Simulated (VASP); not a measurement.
Set up this calculation in VASP 6.6.1, as the native input.

| Quantity | Value |
| --- | --- |
| Task | electric field gradients |
| Functional | PBE |
| Potentials or basis | VASP PAW PBE potentials, release 64 (Ag, Cl) |
| Cutoff | 520 eV |
| k mesh | 8 × 8 × 8 |
| Occupations | fermi-dirac, width 0.02 eV |
| Spin | no spin polarisation |
| Dipole correction | no |
| Further INCAR settings | ALGO = Normal; EDIFF = 1e-08; NBANDS = 16 |

The structure of AgCl lies in POSCAR:

```
AgCl
1.0
    0.0000000000      2.8096430007      2.8096430007
    2.8096430007      0.0000000000      2.8096430007
    2.8096430007      2.8096430007      0.0000000000
Ag Cl
1 1
Direct
    0.5000000000      0.5000000000      0.5000000000
    0.0000000000      0.0000000000      0.0000000000
```

The input as run:

INCAR

```
  ALGO = Normal
  EDIFF = 1E-8
  ENCUT = 520
  GGA = PE
  ISIF = 2
  ISMEAR = -1
  LASPH = T
  LCHARG = F
  LEFG = T
  LREAL = F
  LWAVE = F
  NBANDS = 16
  NELM = 60
  PREC = Accurate
  SIGMA = 0.02
```

KPOINTS

```
k-points
0
Gamma
  8 8 8
```

Potentials or basis: VASP PAW PBE potentials, release 64 (Ag, Cl).

Run with:

```bash
$ cat potpaw_PBE.64/Ag/POTCAR potpaw_PBE.64/Cl/POTCAR > POTCAR
$ mpirun -np 1 vasp_std > vasp.out
```

It gave:

| Item | Value |
| --- | --- |
| Pressure | -0.3 GPa |
| Band gap on the k mesh | 0.92 eV (least direct gap 3.06 eV) |
| Largest electric field gradient by atom | zero within the noise of the run |

Run time: 37 s on 1 thread of Intel Xeon 8259CL (shared host), peak memory 0.18 GiB.
